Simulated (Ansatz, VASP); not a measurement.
**Two plane-wave programs on BeCd3O4**

```xyz
8
Lattice="4.7764 -0.0002 -0.0002 -0.0002 4.7787 0.0000 -0.0002 -0.0001 4.7774" Properties=species:S:1:pos:R:3 pbc="T T T"
Be   -0.0001    0.0000    0.0000
Cd   -0.0002    2.3892    2.3886
Cd    2.3881    2.3892   -0.0003
Cd    2.3882   -0.0003    2.3885
O     3.7970    3.7987    0.9794
O     3.7969    0.9797    3.7978
O     0.9790    3.7988    3.7979
O     0.9793    0.9800    0.9796
```

Change from the starting cell: cell x1, atoms moved at random (sigma 0.15 Å) and cell strained at random (1.5 %), then relaxed without symmetry.

Alike in both runs: functional PBE; k mesh 4 × 4 × 4; occupations gaussian, width 0.2 eV; no spin polarisation.

Ansatz relaxed the structure, and its values are those at the end. VASP's run is a single point on that final structure, the one shown.

```csv
,VASP,Ansatz
version,VASP 6.6.1,Ansatz 0.2.0
potentials or method,"VASP PAW PBE potentials, release 64 (Be, Cd, O), cutoff 520 eV","scalar-relativistic, plane waves, PAW"
valence electrons in the cell,62,86
```

|  | VASP | Ansatz | Ansatz less VASP |
| --- | --- | --- | --- |
| pressure (GPa) | 1.1 | 0.0 | -1.09 |
| rms of the force components (eV/Å) | 0.039 | 0.001 | -0.0381 |

With one functional, cell and mesh, what is left measures potentials, basis and numerics. VASP's potentials hold 62 valence electrons a cell and Ansatz's 86, so a difference there can come from the potentials and not from the codes.
